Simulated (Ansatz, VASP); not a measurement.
## Si23H4O48: VASP beside Ansatz

```
CELL_PARAMETERS angstrom
9.83160 0.00000 0.00000
-4.91580 8.51441 0.00000
0.00000 0.00000 10.81820
ATOMIC_POSITIONS crystal
Si 0.26684 0.00098 0.16347
Si 0.00285 0.27037 0.33570
Si 0.23061 0.23541 0.00010
Si 0.26535 0.99775 0.66365
Si 0.99321 0.26636 0.83503
Si 0.23231 0.22851 0.50175
Si 0.26828 0.50274 0.16721
Si 0.99978 0.76761 0.33315
Si 0.23386 0.73303 0.99665
Si 0.99892 0.76669 0.83271
Si 0.23443 0.73561 0.49762
Si 0.76924 0.00430 0.16724
Si 0.49845 0.26709 0.33264
Si 0.72664 0.23202 0.00030
Si 0.76572 0.00123 0.66690
Si 0.49457 0.26577 0.83203
Si 0.73277 0.23381 0.49924
Si 0.76517 0.50083 0.16730
Si 0.50119 0.77037 0.33205
Si 0.73508 0.73690 0.00121
Si 0.76319 0.49956 0.66634
Si 0.50465 0.76921 0.83163
Si 0.73275 0.73549 0.49969
O 0.06877 0.20662 0.44624
O 0.29612 0.36583 0.10991
O 0.14021 0.43474 0.27866
O 0.20246 0.06990 0.05539
O 0.36238 0.29444 0.39136
O 0.43070 0.13842 0.22135
O 0.06543 0.20987 0.94571
O 0.30388 0.35177 0.61665
O 0.13567 0.42902 0.77808
O 0.19971 0.05743 0.54993
O 0.35846 0.29582 0.88797
O 0.42848 0.13645 0.72173
O 0.06790 0.70632 0.44383
O 0.29912 0.86841 0.10315
O 0.13683 0.93004 0.27352
O 0.20408 0.56985 0.05801
O 0.36398 0.79940 0.38658
O 0.43429 0.64068 0.22152
O 0.06775 0.70498 0.94236
O 0.29936 0.86433 0.60902
O 0.13503 0.93004 0.77389
O 0.20585 0.56995 0.55544
O 0.35939 0.78706 0.88338
O 0.45745 0.64843 0.71430
O 0.56833 0.20467 0.44119
O 0.79072 0.36288 0.10970
O 0.63447 0.43318 0.27686
O 0.70322 0.06912 0.05732
O 0.86583 0.29920 0.39139
O 0.93374 0.14158 0.22412
O 0.56175 0.20462 0.94369
O 0.79140 0.36227 0.61097
O 0.63035 0.43231 0.77517
O 0.70537 0.06909 0.55548
O 0.85400 0.29271 0.88822
O 0.93076 0.13663 0.72449
O 0.56846 0.70787 0.44230
O 0.79902 0.86851 0.11014
O 0.63944 0.93563 0.27729
O 0.70548 0.57144 0.05743
O 0.86379 0.79712 0.38999
O 0.93059 0.63562 0.22438
O 0.56975 0.70901 0.94538
O 0.79447 0.86456 0.61073
O 0.63681 0.93933 0.77827
O 0.70413 0.56993 0.55610
O 0.86338 0.79661 0.88968
O 0.92852 0.63351 0.72462
H 0.45230 0.54777 0.72534
H 0.22975 0.35611 0.67555
H 0.29993 0.58452 0.59445
H 0.11633 0.47967 0.70696
```

Alike in both runs: task single point; functional PBE; k mesh 1 × 1 × 1; occupations gaussian, width 0.02 eV; no spin polarisation.

```csv
,VASP,Ansatz
version,VASP 6.6.1,Ansatz 0.2.0
potentials or method,"VASP PAW PBE potentials, release 64 (Si, O, H)","scalar-relativistic, plane waves, PAW"
plane-wave cutoff (eV),520,420
valence electrons in the cell,384,384
```

|  | VASP | Ansatz | Ansatz less VASP |
| --- | --- | --- | --- |
| gap on the k mesh at the Fermi level (eV) | 5.72 | 5.72 | +0.001 |
| least direct gap on the mesh (eV) | 5.72 | 5.72 | +0.001 |
